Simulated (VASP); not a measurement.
# Ag (P6_3/mmc) in VASP: a series of runs, part 2 of 2

VASP 6.6.1.

## Step 3: Single point, PBEsol (biaxial strain in the a-b plane: +1.0 %)

Input file INCAR:

```
  PREC = Accurate
  ENCUT = 520
  EDIFF = 1E-7
  ISMEAR = 0
  SIGMA = 0.1
  LREAL = F
  LASPH = T
  NELM = 60
  ALGO = Fast
  ISIF = 2
  LWAVE = F
  LCHARG = T
  GGA = PS
  LELF = T
  LVHAR = T
  NBANDS = 30
```

Input file KPOINTS:

```
regular mesh
0
Gamma
  24 24 6
```

Input file POSCAR:

```
Ag
1.0
    2.8961368390      0.0000000000      0.0000000000
   -1.4480684195      2.5081280754      0.0000000000
    0.0000000000      0.0000000000      9.3088899944
Ag
4
Direct
    0.0000000000      0.0000000000      0.0000000000
    0.0000000000      0.0000000000      0.5000000000
    0.3333333333      0.6666666667      0.2500000000
    0.6666666667      0.3333333333      0.7500000000
```

Potentials or basis: VASP PAW PBE potentials, release 64 (Ag).

The run is started by

```
cat potpaw_PBE.64/Ag/POTCAR > POTCAR
mpirun -np 1 vasp_std > vasp.out
```

OUTCAR:

```text
PREC = Accurate
   ENCUT = 520
   EDIFF = 1E-7
   ISMEAR = 0
   LREAL = F
   LASPH = T
   NELM = 60
   ISIF = 2
   GGA = PS

 ion  position               nearest neighbor table
   1  0.000  0.000  0.000-   3 2.87   4 2.87   3 2.87   4 2.87   4 2.87   3 2.87
   2  0.000  0.000  0.500-   3 2.87   4 2.87   3 2.87   4 2.87   4 2.87   3 2.87
   3  0.333  0.667  0.250-   1 2.87   2 2.87   1 2.87   2 2.87   1 2.87   2 2.87
   4  0.667  0.333  0.750-   1 2.87   2 2.87   1 2.87   2 2.87   1 2.87   2 2.87

  LATTYP: Found a hexagonal cell.
 ALAT       =     2.8961368390
 C/A-ratio  =     3.2142438399

  Lattice vectors:

 A1 = (   2.8961368390,   0.0000000000,   0.0000000000)
 A2 = (  -1.4480684195,   2.5081280754,   0.0000000000)
 A3 = (   0.0000000000,   0.0000000000,   9.3088899944)

Analysis of symmetry for initial positions (statically):
=====================================================================
 Subroutine PRICEL returns:
 Original cell was already a primitive cell.

 Routine SETGRP: Setting up the symmetry group for a
 hexagonal supercell.

 Subroutine GETGRP returns: Found 24 space group operations
 (whereof 12 operations were pure point group operations)
 out of a pool of 24 trial point group operations.

The static configuration has the point symmetry D_3d.
 The point group associated with its full space group is D_6h.

Analysis of symmetry for dynamics (positions and initial velocities):
=====================================================================
 Subroutine PRICEL returns:
 Original cell was already a primitive cell.

 Routine SETGRP: Setting up the symmetry group for a
 hexagonal supercell.

 Subroutine GETGRP returns: Found 24 space group operations
 (whereof 12 operations were pure point group operations)
 out of a pool of 24 trial point group operations.

The dynamic configuration has the point symmetry D_3d.
[... 122 lines left out ...]
   IMIX   =      4    mixing-type and parameters
     AMIX     =   0.40;   BMIX     =  1.00
     AMIX_MAG =   1.60;   BMIX_MAG =  1.00
  volume/ion in A,a.u.               =      16.90       114.08
  Fermi-wavevector in a.u.,A,eV,Ry     =   1.418633  2.680828 27.382004  2.012521
  Thomas-Fermi vector in A             =   2.539738
   LORBIT       =      0    0 simple, 1 ext, 2 COOP (PROOUT), +10 PAW based schemes
   GGA     = PS    functional components
   LHFCALC =     F    Hartree Fock is set to
   AEXX    =    0.0000 exact exchange contribution
   IVDW    =     0    specifies the selected vdW correction
   LEPSILON=     F    determine dielectric tensor
   LRPA    =     F    only Hartree local field effects (RPA)
 non-spin polarized calculation
 RMM-DIIS sequential band-by-band and
 Gauss-broadening in eV      SIGMA  =   0.10
  energy-cutoff  :      520.00
  volume of cell :       67.62
 maximum number of plane-waves:      1865
 NGX is ok and might be reduce to    24
   NGX = 11   NGY = 11   NGZ = 35

 number of electron      43.9999999 magnetization

 Free energy of the ion-electron system (eV)
  ---------------------------------------------------
  ext. energy  EPLUGINS =         0.00000000
  ---------------------------------------------------
  free energy    TOTEN  =       -13.22106394 eV

  energy without entropy =      -13.21680185  energy(sigma->0) =      -13.21893289

 E-fermi :   8.3884     XC(G=0): -12.4629

 val. band max:        8.3602743080   @ k =   0.3750   0.1250   0.3333
 cond. band min:       8.4009061728   @ k =   0.4583   0.0417   0.5000
 fundamental gap:      0.0406318648
 Fermi energy:         8.3883635004

 k-point     1 :       0.0000    0.0000    0.0000
  band No.  band energies     occupation
      1       0.4568      2.00000
      2       1.9144      2.00000
      3       1.9166      2.00000
      4       1.9178      2.00000
      5       3.5137      2.00000
      6       3.5137      2.00000
[... 781 lines left out ...]
     29      17.4825      0.00000
     30      18.4947      0.00000

 [... further k-points ...]

------------------------ aborting loop because EDIFF is reached ----------------------------------------

  FORCE on cell =-STRESS in cart. coord.  units (eV):
  Direction    XX          YY          ZZ          XY          YZ          ZX
  --------------------------------------------------------------------------------------
  -------------------------------------------------------------------------------------
  Total       -1.0438165     -1.0438165     -0.1650980      0.0000000      0.0000000      0.0000000
  in kB      -24.7325015    -24.7325015     -3.9118809      0.0000000      0.0000000      0.0000000
  external PRESSURE =     -17.7922947 kB  Pullay stress =       0.0000000 kB

 VOLUME and BASIS-vectors are now :
 -----------------------------------------------------------------------------
  energy-cutoff  :      520.00
  volume of cell :       67.62
      direct lattice vectors                 reciprocal lattice vectors
     2.896136839  0.000000000  0.000000000     0.345287552  0.199351861  0.000000000
    -1.448068419  2.508128075  0.000000000     0.000000000  0.398703722  0.000000000
     0.000000000  0.000000000  9.308889994     0.000000000  0.000000000  0.107424193

 POSITION                                       TOTAL-FORCE (eV/Angst)
 -----------------------------------------------------------------------------------
      0.00000      0.00000      0.00000         0.000000     -0.000000      0.000000
      0.00000      0.00000      4.65444         0.000000     -0.000000      0.000000
     -0.00000      1.67209      2.32722        -0.000000      0.000000     -0.000000
      1.44807      0.83604      6.98167         0.000000     -0.000000      0.000000
 -----------------------------------------------------------------------------------
    total drift:                               -0.000000      0.000000      0.000000

  FREE ENERGIE OF THE ION-ELECTRON SYSTEM (eV)
  ---------------------------------------------------
  free  energy   TOTEN  =       -13.2210639407 eV

  energy  without entropy=      -13.2168018488  energy(sigma->0) =      -13.21893289
```

OSZICAR:

```text
N       E                     dE             d eps       ncg     rms          rms(c)
DAV:   1     0.296805154836E+03    0.29681E+03   -0.22675E+04 14672   0.145E+03
DAV:   2    -0.788769488027E+01   -0.30469E+03   -0.28920E+03 15114   0.336E+02
DAV:   3    -0.146011241089E+02   -0.67134E+01   -0.66747E+01 16926   0.569E+01
DAV:   4    -0.146315275207E+02   -0.30403E-01   -0.30398E-01 15756   0.371E+00
DAV:   5    -0.146318155230E+02   -0.28800E-03   -0.28800E-03 16958   0.390E-01    0.114E+01
RMM:   6    -0.132714090786E+02    0.13604E+01   -0.39952E+00 14652   0.133E+01    0.670E+00
RMM:   7    -0.132354526460E+02    0.35956E-01   -0.12070E-01 15029   0.217E+00    0.378E+00
RMM:   8    -0.132213004456E+02    0.14152E-01   -0.96513E-03 15500   0.741E-01    0.451E-01
RMM:   9    -0.132210424664E+02    0.25798E-03   -0.16395E-03 15870   0.261E-01    0.504E-02
RMM:  10    -0.132210748682E+02   -0.32402E-04   -0.22271E-04 16084   0.817E-02    0.999E-02
RMM:  11    -0.132210634977E+02    0.11370E-04   -0.35560E-05 16045   0.417E-02    0.451E-02
RMM:  12    -0.132210637153E+02   -0.21755E-06   -0.91444E-06 16016   0.208E-02    0.974E-03
RMM:  13    -0.132210638464E+02   -0.13106E-06   -0.17745E-06 15636   0.766E-03    0.456E-03
RMM:  14    -0.132210639407E+02   -0.94391E-07   -0.24974E-07 11127   0.303E-03
   1 F= -.13221064E+02 E0= -.13218933E+02  d E =-.426209E-02
```

Run time: 9 min. Hardware: 1 thread of Oxide Virtual Turin-like, shared host; peak memory 0.43 GiB.

What came out:

```
Free energy            : -13.2211 eV
Pressure               : -1.8 GPa
Band gap on the k mesh : zero (band 22 reaches 11.72 eV, above the bottom of band 23 at 5.30 eV)
```

Caveat: the cell differs from its parent crystal (biaxial strain in the a-b plane: +1.0 %); the PAW data sets were made with another functional, which shifts forces and pressure a little.

## Step 4: Single point, PBEsol (biaxial strain in the a-b plane: +2.0 %, then relaxed in part)

Input file INCAR:

```
SYSTEM = Ag
PREC = Accurate
ENCUT = 520
EDIFF = 1E-6
ISMEAR = 0
SIGMA = 0.1
LREAL = .FALSE.
LASPH = .TRUE.
NELM = 100
ALGO = Fast
ISIF = 2
LWAVE = .FALSE.
LCHARG = .TRUE.
GGA = PS
LELF = .TRUE.
LVHAR = .TRUE.
NBANDS = 30
```

Input file KPOINTS:

```
Automatic mesh
0
G
  24 24 6
  0 0 0
```

Input file POSCAR:

```
Ag
1.0
    2.9248114612      0.0000000000      0.0000000000
   -1.4624057306      2.5329610266      0.0000000000
    0.0000000000      0.0000000000      9.2291124937
Ag
4
Direct
    0.0000000000      0.0000000000      0.0000000000
    0.0000000000      0.0000000000      0.5000000000
    0.3333333333      0.6666666667      0.2500000000
    0.6666666667      0.3333333333      0.7500000000
```

The run is started by

```
cat potpaw_PBE.64/Ag/POTCAR > POTCAR
mpirun -np 1 vasp_std > vasp.out
```

Wall time 8.9 min (1 thread of Oxide Virtual Turin-like, shared host); peak memory 0.43 GiB.

It converged, with:

```
Free energy            : -13.1948 eV
Pressure               : -2.8 GPa
Band gap on the k mesh : zero (band 22 reaches 11.41 eV, above the bottom of band 23 at 5.16 eV)
```

Stress tensor (GPa, compression positive):
```
-4.08  0.00  0.00
 0.00 -4.08  0.00
 0.00  0.00 -0.18
```

Levels at points of the mesh, in eV from the Fermi level:
```csv
k point,band 20,band 21,band 22,band 23,band 24,band 25
"(0.00, 0.00, 0.00)",-3.40,-3.40,-2.98,-2.98,-0.22,4.00
"(0.50, 0.00, 0.00)",-2.79,-0.35,0.62,0.84,1.38,4.14
"(0.00, 0.00, 0.50)",-3.17,-3.17,-3.17,-2.36,-2.36,6.98
"(0.50, 0.00, 0.50)",-2.88,0.09,0.09,1.24,1.24,4.67
```

Caveat: the cell differs from its parent crystal (biaxial strain in the a-b plane: +2.0 %, then relaxed in part); the PAW data sets were made with another functional, which shifts forces and pressure a little.

## Step 5: Single point, PBEsol (biaxial strain in the a-b plane: +2.0 %)

Input file INCAR:

```
PREC = Accurate
ENCUT = 520
EDIFF = 1E-7
ISMEAR = 0
SIGMA = 0.1
LREAL = F
LASPH = T
NELM = 80
ALGO = Fast
ISIF = 2
LWAVE = F
LCHARG = F
GGA = PS
NBANDS = 30
```

Input file KPOINTS:

```
regular mesh
0
Gamma
  24 24 6
```

POSCAR: that of step 4 with these lines changed.

```diff
@@ -4,3 +4,3 @@
    -1.4624057306      2.5329610266      0.0000000000
-    0.0000000000      0.0000000000      9.2291124937
+    0.0000000000      0.0000000000      9.2526995115
 Ag
```

The run is started by

```
cat potpaw_PBE.64/Ag/POTCAR > POTCAR
mpirun -np 1 vasp_std > vasp.out
```

It took 16 min on 1 thread of Oxide Virtual Turin-like, shared host; peak memory 0.43 GiB.

Results (log left out):

```
Free energy            : -13.1943 eV
Pressure               : -3.1 GPa
Band gap on the k mesh : zero (band 22 reaches 11.39 eV, above the bottom of band 23 at 5.13 eV)
```

Stress tensor (GPa, compression positive):
```
-4.30  0.00  0.00
 0.00 -4.30  0.00
 0.00  0.00 -0.68
```

Levels at points of the mesh, in eV from the Fermi level:
| k point | band 19 | band 20 | band 21 | band 22 | band 23 | band 24 | band 25 | band 26 |
| --- | --- | --- | --- | --- | --- | --- | --- | --- |
| (0.00, 0.00, 0.00) | -3.68 | -3.40 | -3.40 | -2.98 | -2.98 | -0.23 | 3.95 | 11.70 |
| (0.50, 0.00, 0.00) | -2.80 | -2.79 | -0.34 | 0.62 | 0.85 | 1.39 | 4.14 | 4.24 |
| (0.00, 0.00, 0.50) | -3.16 | -3.16 | -3.16 | -3.16 | -2.37 | -2.37 | 6.92 | 6.92 |
| (0.50, 0.00, 0.50) | -2.88 | -2.88 | 0.10 | 0.10 | 1.24 | 1.24 | 4.65 | 4.65 |

Caveat: the cell differs from its parent crystal (biaxial strain in the a-b plane: +2.0 %); the PAW data sets were made with another functional, which shifts forces and pressure a little.

## Step 6: The runs side by side

| task | cell | k mesh | cutoff (eV) | gap on the mesh (eV) | pressure (GPa) |
| --- | --- | --- | --- | --- | --- |
| relaxation of cell and atoms | relaxed to -2 GPa from a = 2.886, b = 2.886, c = 9.425 Å, angles 90.0, 90.0, 120.0°, 4 atoms | 18 × 18 × 6 | 600 | none | -2.0 |
| single point | a = 2.896, b = 2.896, c = 9.309 Å, angles 90.0, 90.0, 120.0°, 4 atoms | 24 × 24 × 6 | 520 | none | -1.8 |
| single point | a = 2.925, b = 2.925, c = 9.229 Å, angles 90.0, 90.0, 120.0°, 4 atoms | 24 × 24 × 6 | 520 | none | -2.8 |
| single point | a = 2.925, b = 2.925, c = 9.253 Å, angles 90.0, 90.0, 120.0°, 4 atoms | 24 × 24 × 6 | 520 | none | -3.1 |

Alike in all rows: level PBEsol; potentials or basis VASP PAW PBE potentials, release 64 (Ag); no spin polarisation; smearing gaussian 0.1 eV.

Caveats: the PAW data sets were made with another functional, which shifts forces and pressure a little; the cell is relaxed towards a set pressure, so the enthalpy falls and the energy may rise (some runs).

Total energies depend on the potentials used, so only differences within one code and one set of settings carry meaning.
